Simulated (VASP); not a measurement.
Set up this calculation in VASP 6.6.1, as the native input.

```yaml
Task: single point
Functional: HSE06
Potentials_or_basis: VASP PAW PBE potentials, release 64 (Mg, S)
Cutoff: 520 eV
k_mesh: 6 × 6 × 6
Occupations: gaussian, width 0.01 eV
Spin: no spin polarisation
Dipole_correction: no
Grid_for_exact_exchange_PRECFOCK: Normal
Further_INCAR_settings: ALGO = Normal; EDIFF = 1e-06; NBANDS = 11
Screening_parameter: 0.2079 1/Å
```

MgS:

```xyz
2
Lattice="0.0000 2.6015 2.6015 2.6015 0.0000 2.6015 2.6015 2.6015 0.0000" Properties=species:S:1:pos:R:3 pbc="T T T"
Mg    0.0000    0.0000    0.0000
S     2.6015    2.6015    2.6015
```

The input as run:

POSCAR

```
MgS
1.0
    0.0000000000      2.6015179370      2.6015179370
    2.6015179370      0.0000000000      2.6015179370
    2.6015179370      2.6015179370      0.0000000000
Mg S
1 1
Direct
    0.0000000000      0.0000000000      0.0000000000
    0.5000000000      0.5000000000      0.5000000000
```

INCAR.step1

```
  PREC = Accurate
  ENCUT = 520
  EDIFF = 1E-5
  ISMEAR = 0
  SIGMA = 0.01
  LREAL = F
  LASPH = T
  NELM = 60
  ALGO = Normal
  ISIF = 2
  LWAVE = T
  LCHARG = F
  GGA = PE
  NBANDS = 11
```

INCAR.step2

```
  PREC = Accurate
  ENCUT = 520
  EDIFF = 1E-6
  ISMEAR = 0
  SIGMA = 0.01
  LREAL = F
  LASPH = T
  NELM = 60
  ALGO = Normal
  ISIF = 2
  LWAVE = F
  LCHARG = F
  GGA = PE
  LHFCALC = T
  HFSCREEN = 0.2079
  PRECFOCK = Normal
  ISTART = 1
  NBANDS = 11
```

KPOINTS

```
Automatic mesh
0
Gamma
  6 6 6
```

Potentials or basis: VASP PAW PBE potentials, release 64 (Mg, S).

Launch:

```sh
$ cat potpaw_PBE.64/Mg/POTCAR potpaw_PBE.64/S/POTCAR > POTCAR
$ cp INCAR.step1 INCAR
$ mpirun -np 1 vasp_std > vasp.out
$ cp INCAR.step2 INCAR
$ mpirun -np 1 vasp_std > vasp.out
```

Results of the run:

```json
{
 "Pressure": "-0.7 GPa",
 "Band gap on the k mesh": "3.75 eV, indirect (least direct gap 4.80 eV)"
}
```

Caveat: the PAW data sets were made with another functional, which shifts forces and pressure a little.

It took 18 min on 1 thread of Intel Xeon 6975P-C, with other jobs on the host, peak memory 0.28 GiB.
